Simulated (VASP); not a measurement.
Set up this calculation in VASP 6.6.1, as the native input.

| Property | Result |
| --- | --- |
| Task | relaxation of cell and atoms |
| Functional | PBE |
| Potentials or basis | VASP PAW PBE potentials, release 64 (As) |
| Cutoff | 600 eV |
| k mesh | 17 × 17 × 9 |
| Occupations | fermi-dirac, width 0.05 eV |
| Spin | no spin polarisation |
| Target pressure | 120 GPa |
| Dipole correction | no |
| Further INCAR settings | ALGO = Normal; EDIFF = 1e-06; IBRION = 2; EDIFFG = -0.005; NSW = 32; ISIF = 3 |

The structure of As lies in POSCAR:

```
As
1.0
    2.5641950220      0.0000000000      0.0000000000
   -1.2820975110      2.2206580293      0.0000000000
    0.0000000000      0.0000000000      4.0702959786
As
2
Direct
    0.3333333333      0.6666666667      0.2500000000
    0.6666666667      0.3333333333      0.7500000000
```

One way to write it, as run:

INCAR

```
ALGO = Normal
EDIFF = 1E-6
EDIFFG = -0.005
ENCUT = 600
GGA = PE
IBRION = 2
ISIF = 3
ISMEAR = -1
LASPH = T
LCHARG = F
LREAL = F
LWAVE = F
NELM = 80
NSW = 32
PREC = Accurate
PSTRESS = 1200.0
SIGMA = 0.05
```

KPOINTS

```
k-points
0
Gamma
  17 17 9
```

Potentials or basis: VASP PAW PBE potentials, release 64 (As).

Run with:

```sh
$ cat potpaw_PBE.64/As/POTCAR > POTCAR
$ mpirun -np 1 vasp_std > vasp.out
```

Results of the run:

```
Relaxed volume                                         : 11.66 Å³/atom
Relaxed cell                                           : a = 2.569 Å, b = 2.569 Å, c = 4.079 Å, α = 90.00°, β = 90.00°, γ = 120.00°
Space group after relaxing (to 0.05 Å)                 : P6_3/mmc (No. 194)
Energy change on relaxing (the enthalpy is what falls) : -54.2 meV/atom
Ionic steps                                            : 3
Pressure after relaxing                                : 120.0 GPa
Band gap on the k mesh                                 : zero (band 5 reaches 21.47 eV, above the bottom of band 6 at 7.67 eV)
```

Caveat: the cell is relaxed towards a set pressure, so the enthalpy falls and the energy may rise.

Run time: 42 s on 1 thread of Intel Xeon 6975P-C (shared host), peak memory 0.17 GiB.
